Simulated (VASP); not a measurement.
Write the native input for VASP 6.6.1 that does the following.

| Property | Result |
| --- | --- |
| Task | single point |
| Functional | LDA |
| Potentials or basis | VASP PAW LDA potentials, release 64 (Pt) |
| Cutoff | 520 eV |
| k mesh | 9 × 9 × 19 |
| Occupations | gaussian, width 0.1 eV |
| Spin | no spin polarisation |
| Dipole correction | no |
| Further INCAR settings | ALGO = Fast; EDIFF = 1e-06; NBANDS = 17; ISYM = 0 |

The structure of Pt lies in POSCAR:

```
Pt
1.0
    4.1210459609      0.0000000000      0.0000000000
    0.0000000000      4.1210459609      0.0000000000
   -2.0605229805      0.0000000000      1.8187426153
Pt
2
Direct
    0.0000000000      0.0000000000      0.0000000000
    0.5000000000      0.5000000000      0.0000000000
```

These files were run (other wordings do the same):

INCAR

```
SYSTEM = Pt
  PREC = Accurate
  ENCUT = 520
  EDIFF = 1E-6
  ISMEAR = 0
  SIGMA = 0.1
  LREAL = .FALSE.
  LASPH = .TRUE.
  NELM = 60
  ALGO = Fast
  ISIF = 2
  LWAVE = .FALSE.
  LCHARG = .TRUE.
  LELF = .TRUE.
  LVHAR = .TRUE.
  NBANDS = 17
  ISYM = 0
```

KPOINTS

```
regular mesh
0
G
  9 9 19
  0 0 0
```

Potentials or basis: VASP PAW LDA potentials, release 64 (Pt).

The run is started by

```console
$ cat potpaw_LDA.64/Pt/POTCAR > POTCAR
$ mpirun -np 1 vasp_std > vasp.out
```

Results of the run:

```yaml
Pressure: -10.6 GPa
Band_gap_on_the_k_mesh: zero (bands 10 and 11 overlap by 1.68 eV)
```

Caveat: the cell stands under tension; spin-orbit coupling is left out, which moves the levels of the heavy elements.

Run time: 2.9 min on 1 thread of Intel(R) Xeon(R) Platinum 8488C (Sapphire Rapids), on a shared host, peak memory 0.42 GiB.
